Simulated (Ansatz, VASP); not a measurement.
BaO: VASP beside Ansatz

INCAR

```
  ALGO = Normal
  DIPOL = 0.5 0.5 0.500
  EDIFF = 1E-6
  ENCUT = 520
  GGA = PE
  IDIPOL = 3
  ISIF = 2
  ISMEAR = -1
  LASPH = T
  LCHARG = F
  LDIPOL = T
  LREAL = F
  LWAVE = F
  NBANDS = 42
  NELM = 100
  PREC = Accurate
  SIGMA = 0.05
```

The input KPOINTS:

```
k-points
0
Gamma
  7 7 1
```

POSCAR

```
BaO
1.0
    3.8890872965      0.0000000000      0.0000000000
    0.0000000000      3.8890872965      0.0000000000
    0.0000000000      0.0000000000     23.2500000000
Ba O
4 4
Direct
    0.5000000000      0.5000000000      0.3225806452
    0.0000000000      0.0000000000      0.4408602151
    0.5000000000      0.5000000000      0.5591397849
    0.0000000000      0.0000000000      0.6774193548
    0.0000000000      0.0000000000      0.3225806452
    0.5000000000      0.5000000000      0.4408602151
    0.0000000000      0.0000000000      0.5591397849
    0.5000000000      0.5000000000      0.6774193548
```

File input.yaml:

```yaml
crystal:
  lattice:
    - [3.8890872965, 0.0, 0.0]
    - [0.0, 3.8890872965, 0.0]
    - [0.0, 0.0, 23.25]
  atoms:
    - { symbol: Ba, position: [0.5, 0.5, 0.3225806452] }
    - { symbol: O, position: [0.0, 0.0, 0.3225806452] }
    - { symbol: Ba, position: [0.0, 0.0, 0.4408602151] }
    - { symbol: O, position: [0.5, 0.5, 0.4408602151] }
    - { symbol: Ba, position: [0.5, 0.5, 0.5591397849] }
    - { symbol: O, position: [0.0, 0.0, 0.5591397849] }
    - { symbol: Ba, position: [0.0, 0.0, 0.6774193548] }
    - { symbol: O, position: [0.5, 0.5, 0.6774193548] }
hamiltonian:
  xc: pbe
  pseudopotentials: { kind: paw }
kpoints:
  mp_grid: { grid: [7, 7, 1] }
scf:
  occupations: { method: fermi_dirac, width: 0.05 }
output:
  forces: true
  eigenvalues: true
  write_density: true
  write_potential: true
  elf: true
  volumetric_format: npy
efield:
  axis: 3
  dipole_correction: true
  ramp_width: 0.04
```

Alike in both runs: functional PBE; k mesh 7 × 7 × 1; occupations fermi-dirac, width 0.05 eV; no spin polarisation.

|  | VASP | Ansatz |
| --- | --- | --- |
| version | VASP 6.6.1 | Ansatz 0.2.0 |
| potentials or method | VASP PAW PBE potentials, release 64 (Ba_sv, O) | Ansatz PAW |
| plane-wave cutoff (eV) | 520 | 420 |
| valence electrons in the cell | 64 | 64 |
| task | single point | electrostatic potential |

Ansatz gave:

```
gap on the k mesh at the Fermi level (eV) : 1.99
least direct gap on the mesh (eV)         : 2.18
rms of the force components (eV/Å)        : 0.219
```

Task: Which values does VASP return?

Result: gap on the k mesh at the Fermi level (eV): 1.89; least direct gap on the mesh (eV): 2.02; rms of the force components (eV/Å): 0.227.

With one functional, cell and mesh, what is left measures potentials, basis and numerics.

Neither program's run includes spin-orbit coupling. Noted on Ansatz's run: odd divisions of the mesh miss points on the zone boundary, where band edges often lie, so the gap on the mesh can be too wide.
